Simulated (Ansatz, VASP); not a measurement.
# One calculation of Te2Mo, two programs

```
Te Mo
1.0
     3.49418    0.00000    0.00000
    -1.74709    3.02605    0.00000
     0.00000    0.00000   14.28574
Te Mo
4 2
Direct
  0.33333 0.66667 0.62350
  0.66667 0.33333 0.12350
  0.66667 0.33333 0.37650
  0.33333 0.66667 0.87650
  0.33333 0.66667 0.25000
  0.66667 0.33333 0.75000
```

Change from the starting cell: strain along c alone, the other axes held, atoms relaxed: +2.0 %.

Alike in both runs: functional PBEsol; k mesh 12 × 12 × 2; occupations gaussian, width 0.02 eV; no spin polarisation.

Ansatz relaxed the structure, and its values are those at the end. VASP's run is a single point on that final structure, the one shown.

|  | VASP | Ansatz |
| --- | --- | --- |
| version | VASP 6.6.1 | Ansatz 0.2.0 |
| potentials or method | VASP PAW PBE potentials, release 64 (Te, Mo_sv), cutoff 520 eV | scalar-relativistic, plane waves, PAW |
| valence electrons in the cell | 52 | 92 |

VASP gave:

```
gap on the k mesh at the Fermi level (eV) : 0.84
least direct gap on the mesh (eV)         : 1.10
pressure (GPa)                            : -0.2
rms of the force components (eV/Å)        : 0.014
```

Problem. What did Ansatz give for the same quantities?

Solution. gap on the k mesh at the Fermi level (eV): 0.83; least direct gap on the mesh (eV): 1.11; pressure (GPa): -0.3; rms of the force components (eV/Å): 0.000.

VASP's potentials were made for PBE, not for PBEsol. VASP's potentials hold 52 valence electrons a cell and Ansatz's 92, so a difference there can come from the potentials and not from the codes. Ansatz's warnings: stress scf threshold loose.

Spin-orbit coupling is off throughout.
